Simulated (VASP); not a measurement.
# Cd8I15 (a cell with a defect) in VASP: single point with PBE

Aim: the single point of Cd8I15 (a cell with a defect) with PBE.

Program: VASP 6.6.1. These are calculated values, not measurements. Logs are shortened: lines on timing, memory, paths and dates and some standing lists are left out, and cuts for length are marked.

## Step 1: The cell of the first run

The cell holds a defect, 23 atoms: a = 8.442 Å, b = 8.442 Å, c = 13.644 Å, α = 90.00°, β = 90.00°, γ = 60.00°.

## Step 2: Single point, PBE

File INCAR:

```
SYSTEM = Cd8I15
  ALGO = Normal
  EDIFF = 1E-7
  ENCUT = 520
  GGA = PE
  ISIF = 2
  ISMEAR = -1
  LASPH = .True.
  LCHARG = .False.
  LREAL = Auto
  LWAVE = .False.
  NBANDS = 118
  NELM = 80
  PREC = Accurate
  SIGMA = 0.1
```

File KPOINTS:

```
k-points
0
Gamma
  2 2 1
  0 0 0
```

File POSCAR:

```
Cd8I15
1.0
    4.2210316800      7.3110413400      0.0000000000
   -4.2210340000      7.3110426700      0.0000000000
    0.0000000000      0.0000000000     13.6437640000
Cd I
8 15
Direct
    0.0016268670     -0.0014294940      0.0064818623
    0.0089259596     -0.0161167244      0.4780575214
    0.0036327265      0.4995128809     -0.0007222347
   -0.0748517324      0.5001292257      0.4990566386
    0.5007410251      0.0003941524     -0.0079850399
    0.4928925317      0.0161107423      0.5207311560
    0.4987319341      0.4995134589     -0.0007011262
    0.5764818682      0.5004125123      0.4987218337
    0.1751719730      0.1668516405      0.1256829127
    0.1552122443      0.1375342630      0.6280792456
    0.3324173426      0.3370527539      0.8659014477
    0.1699803398      0.6618924177      0.1326707205
    0.3468542245      0.8615907074      0.3705930416
    0.2516100721      0.4986685929      0.4996956851
    0.3272135177      0.8320811025      0.8728402221
    0.6598828461      0.1669030380      0.1257205856
    0.8432347962      0.3157197475      0.3417521734
    0.7090824178      0.1375995430      0.6280362223
    0.8359690218      0.3299444459      0.8752896928
    0.6663308886      0.6692513706      0.1233048300
    0.7934414278      0.8614262294      0.3706296884
    0.6592397579      0.6830456478      0.6565848691
    0.8425118882      0.8321272396      0.8728337723
```

Potentials or basis: VASP PAW PBE potentials, release 64 (Cd, I).

On the command line:

```bash
> cat potpaw_PBE.64/Cd/POTCAR potpaw_PBE.64/I/POTCAR > POTCAR
> mpirun -np 1 vasp_std > vasp.out
```

OUTCAR:

```text
SYSTEM = Cd8I15
   EDIFF = 1E-7
   ENCUT = 520
   GGA = PE
   ISIF = 2
   ISMEAR = -1
   LASPH = .True.
   LREAL = Auto
   NELM = 80
   PREC = Accurate

 ion  position               nearest neighbor table
   1  0.002  0.999  0.006-  16 2.98   9 2.98  23 3.00  15 3.00  12 3.00  19 3.01
   2  0.009  0.984  0.478-  21 2.90  13 2.90  18 3.00  10 3.00  17 3.06  14 3.56
   3  0.004  0.500  0.999-   9 2.98  23 2.98  19 2.99  20 2.99  12 3.01  11 3.01
   4  0.925  0.500  0.499-  14 2.75  22 2.93  17 2.93   8 2.94  21 3.20  10 3.21
   5  0.501  0.000  0.992-  23 2.98  15 2.98   9 3.00  16 3.00  11 3.00  20 3.01
   6  0.493  0.016  0.521-  18 2.90  10 2.90  21 3.00  13 3.00  22 3.06  14 3.54
   7  0.499  0.500  0.999-  16 2.98  15 2.98  19 2.99  20 2.99  12 3.01  11 3.02
   8  0.576  0.500  0.499-  14 2.75  17 2.93  22 2.93   4 2.94  13 3.19  18 3.21
   9  0.175  0.167  0.126-   1 2.98   3 2.98   5 3.00
  10  0.155  0.138  0.628-   6 2.90   2 3.00   4 3.21
  11  0.332  0.337  0.866-   5 3.00   3 3.01   7 3.02
  12  0.170  0.662  0.133-   1 3.00   7 3.01   3 3.01
  13  0.347  0.862  0.371-   2 2.90   6 3.00   8 3.19
  14  0.252  0.499  0.500-   4 2.75   8 2.75   6 3.54   2 3.56
  15  0.327  0.832  0.873-   5 2.98   7 2.98   1 3.00
  16  0.660  0.167  0.126-   1 2.98   7 2.98   5 3.00
  17  0.843  0.316  0.342-   8 2.93   4 2.93   2 3.06
  18  0.709  0.138  0.628-   6 2.90   2 3.00   8 3.21
  19  0.836  0.330  0.875-   3 2.99   7 2.99   1 3.01
  20  0.666  0.669  0.123-   3 2.99   7 2.99   5 3.01
  21  0.793  0.861  0.371-   2 2.90   6 3.00   4 3.20
  22  0.659  0.683  0.657-   4 2.93   8 2.93   6 3.06
  23  0.843  0.832  0.873-   5 2.98   3 2.98   1 3.00

  LATTYP: Found a hexagonal cell.
 ALAT       =     8.4420656804
 C/A-ratio  =     1.6161641613

  Lattice vectors:

 A1 = (   4.2210340000,  -7.3110426700,   0.0000000000)
 A2 = (   4.2210316800,   7.3110413400,   0.0000000000)
 A3 = (   0.0000000000,   0.0000000000,  13.6437640000)

Analysis of symmetry for initial positions (statically):
=====================================================================
 Subroutine PRICEL returns:
 Original cell was already a primitive cell.

 Routine SETGRP: Setting up the symmetry group for a
 hexagonal supercell.

 Subroutine GETGRP returns: Found  1 space group operations
 (whereof  1 operations were pure point group operations)
 out of a pool of 24 trial point group operations.

The static configuration has the point symmetry C_1 .

Analysis of symmetry for dynamics (positions and initial velocities):
=====================================================================
 Subroutine PRICEL returns:
 Original cell was already a primitive cell.
[... 137 lines left out ...]
   POTIM  = 0.5000    time-step for ionic-motion
   TEBEG  =    0.0;   TEEND  =   0.0 temperature during run
   PSTRESS=    0.0 pullay stress
   NELECT =     201.0000    total number of electrons
   NUPDOWN=      -1.0000    fix difference up-down
   EMIN   =  10.00;   EMAX   =-10.00  energy-range for DOS
   EFERMI =   0.00;   METHOD = LEGACY
   ISMEAR =    -1;   SIGMA  =   0.10  broadening in eV -4-tet -1-fermi 0-gaus
   EFERMI_NEDOS =   21; number of points for ismear=-14 and -15
   IALGO  =     38    algorithm
   IMIX   =      4    mixing-type and parameters
     AMIX     =   0.40;   BMIX     =  1.00
     AMIX_MAG =   1.60;   BMIX_MAG =  1.00
  volume/ion in A,a.u.               =      36.61       247.08
  Fermi-wavevector in a.u.,A,eV,Ry     =   1.015514  1.919044 14.031275  1.031270
  Thomas-Fermi vector in A             =   2.148805
   LORBIT       =      0    0 simple, 1 ext, 2 COOP (PROOUT), +10 PAW based schemes
   GGA     = PE    functional components
   LHFCALC =     F    Hartree Fock is set to
   AEXX    =    0.0000 exact exchange contribution
   IVDW    =     0    specifies the selected vdW correction
   LEPSILON=     F    determine dielectric tensor
   LRPA    =     F    only Hartree local field effects (RPA)
 non-spin polarized calculation
  energy-cutoff  :      520.00
  volume of cell :      842.10
 maximum number of plane-waves:     22695
 NGX is ok and might be reduce to    64
   NGX = 31   NGY = 31   NGZ = 51

 number of electron     200.9999977 magnetization

 Free energy of the ion-electron system (eV)
  ---------------------------------------------------
  ext. energy  EPLUGINS =         0.00000000
  ---------------------------------------------------
  free energy    TOTEN  =       -39.37904540 eV

  energy without entropy =      -39.23505406  energy(sigma->0) =      -39.30704973

 E-fermi :   3.7709     XC(G=0):  -8.3892

 val. band max:        3.5128708295   @ k =   0.0000   0.0000   0.0000
 cond. band min:       3.7962897899   @ k =   0.0000   0.5000   0.0000
 fundamental gap:      0.2834189603
 Fermi energy:         3.7709073795

 k-point     1 :       0.0000    0.0000    0.0000
  band No.  band energies     occupation
      1     -10.3958      2.00000
      2     -10.1755      2.00000
      3     -10.0800      2.00000
      4      -9.9424      2.00000
      5      -9.8213      2.00000
      6      -9.7550      2.00000
[... 449 lines left out ...]
    111       6.6917      0.00000
    112       6.8932      0.00000
 [bands above 112 left out]

------------------------ aborting loop because EDIFF is reached ----------------------------------------

  FORCE on cell =-STRESS in cart. coord.  units (eV):
  Direction    XX          YY          ZZ          XY          YZ          ZX
  --------------------------------------------------------------------------------------
  -------------------------------------------------------------------------------------
  Total       13.3464936     16.2994464      9.7645265      2.5443526     -0.1081758      0.1774966
  in kB       25.3930905     31.0113899     18.5780260      4.8408951     -0.2058158      0.3377056
  external PRESSURE =      24.9941688 kB  Pullay stress =       0.0000000 kB

 VOLUME and BASIS-vectors are now :
 -----------------------------------------------------------------------------
  energy-cutoff  :      520.00
  volume of cell :      842.10
      direct lattice vectors                 reciprocal lattice vectors
     4.221031680  7.311041340  0.000000000     0.118454432  0.068389723  0.000000000
    -4.221034000  7.311042670  0.000000000    -0.118454410  0.068389685  0.000000000
     0.000000000  0.000000000 13.643764000     0.000000000  0.000000000  0.073293557

 POSITION                                       TOTAL-FORCE (eV/Angst)
 -----------------------------------------------------------------------------------
     -4.20813      7.31249      0.08844        -0.001434      0.000202      0.004014
     -4.11533      7.25847      6.52250         0.007376     -0.005152      0.000898
     -2.09313      3.67852     13.63391        -0.000556      0.000037      0.000006
      1.79402     10.42026      6.80901         0.002030      0.004205     -0.001024
      2.11198      3.66382     13.53482        -0.000084      0.001311     -0.003104
      2.01251      3.72134      7.10473        -0.007562      0.004457      0.000967
[... 15 lines left out ...]
     -0.10049      9.81350      8.95829         0.003603     -0.001693      0.023924
      0.04383     12.24336     11.90874        -0.001449      0.000770     -0.020326
 -----------------------------------------------------------------------------------
    total drift:                                0.008170      0.016859     -0.003244

  FREE ENERGIE OF THE ION-ELECTRON SYSTEM (eV)
  ---------------------------------------------------
  free  energy   TOTEN  =       -39.3790454038 eV

  energy  without entropy=      -39.2350540649  energy(sigma->0) =      -39.30704973
```

OSZICAR:

```text
N       E                     dE             d eps       ncg     rms          rms(c)
DAV:   1     0.139239227046E+04    0.13924E+04   -0.86234E+04   944   0.146E+03
DAV:   2     0.767382009601E+02   -0.13157E+04   -0.12787E+04  1080   0.316E+02
DAV:   3    -0.389928950195E+02   -0.11573E+03   -0.11472E+03  1056   0.896E+01
DAV:   4    -0.419588138139E+02   -0.29659E+01   -0.29533E+01  1112   0.137E+01
DAV:   5    -0.420170923955E+02   -0.58279E-01   -0.58249E-01  1104   0.211E+00    0.185E+01
DAV:   6    -0.395672640100E+02    0.24498E+01   -0.50170E+00  1018   0.997E+00    0.154E+01
DAV:   7    -0.394208557193E+02    0.14641E+00   -0.28968E+00  1024   0.437E+00    0.399E+00
DAV:   8    -0.393778275868E+02    0.43028E-01   -0.48475E-01   986   0.307E+00    0.194E+00
DAV:   9    -0.393796954607E+02   -0.18679E-02   -0.53254E-02  1056   0.101E+00    0.504E-01
DAV:  10    -0.393789445315E+02    0.75093E-03   -0.96426E-03  1018   0.500E-01    0.147E-01
DAV:  11    -0.393789647674E+02   -0.20236E-04   -0.72262E-04  1048   0.868E-02    0.117E-01
DAV:  12    -0.393790143372E+02   -0.49570E-04   -0.20599E-04  1048   0.334E-02    0.654E-02
DAV:  13    -0.393790405245E+02   -0.26187E-04   -0.43015E-05   992   0.215E-02    0.264E-02
DAV:  14    -0.393790446986E+02   -0.41741E-05   -0.99339E-06  1040   0.127E-02    0.696E-03
DAV:  15    -0.393790456493E+02   -0.95068E-06   -0.15141E-06  1016   0.355E-03    0.343E-03
DAV:  16    -0.393790452490E+02    0.40031E-06   -0.87034E-07   992   0.336E-03    0.124E-03
DAV:  17    -0.393790454032E+02   -0.15423E-06   -0.61195E-08   640   0.940E-04    0.863E-04
DAV:  18    -0.393790454038E+02   -0.63665E-09   -0.22364E-08   576   0.422E-04
   1 F= -.39379045E+02 E0= -.39307050E+02  d E =-.143991E+00
```

stdout:

```text
POSCAR found type information on POSCAR CdI
 POSCAR found :  2 types and      23 ions
 scaLAPACK will be used
 LDA part: xc-table for (Slater+PW92), standard interpolation
 POSCAR, INCAR and KPOINTS ok, starting setup
 FFT: planning ... GRIDC
 FFT: planning ... GRID_SOFT
 FFT: planning ... GRID
 WAVECAR not read
 entering main loop
```

Run time: 11 min. Hardware: 1 thread of Intel Xeon Platinum 8488C (Sapphire Rapids), shared host; peak memory 0.94 GiB.

Results:

```
Free energy            : -39.3790 eV
Pressure               : 2.5 GPa
Largest force          : 0.026 eV/Å
Band gap on the k mesh : zero (an odd number of electrons rules out a gap without spin polarisation)
```

Forces in eV/Å, atoms in the order of the input:
```
Cd  -0.001  0.000  0.004
Cd   0.007 -0.005  0.001
Cd  -0.001  0.000  0.000
Cd   0.002  0.004 -0.001
Cd   0.000  0.001 -0.003
Cd  -0.008  0.004  0.001
Cd  -0.001 -0.002 -0.001
Cd  -0.006 -0.006 -0.002
I    0.002  0.001  0.022
I   -0.002 -0.004  0.020
I   -0.003  0.003 -0.022
I    0.002 -0.001  0.022
I    0.004  0.004 -0.022
I    0.004  0.000  0.000
I   -0.003  0.002 -0.020
I    0.002 -0.002  0.023
I   -0.003  0.004 -0.026
I    0.002  0.004  0.020
I    0.001  0.000 -0.020
I    0.001 -0.002  0.022
I   -0.003 -0.004 -0.021
I    0.004 -0.002  0.024
I   -0.001  0.001 -0.020
```

Caveat: the k points lie up to 0.46 Å⁻¹ apart, too coarse for converged energies and pressures of a metal; spin-orbit coupling is left out, which moves the levels of the heavy elements; an odd number of electrons without spin polarisation forces a metal; a magnetic or distorted state may lie lower.

The gap in the log of VASP goes by the Fermi energy; the results here count the filled bands.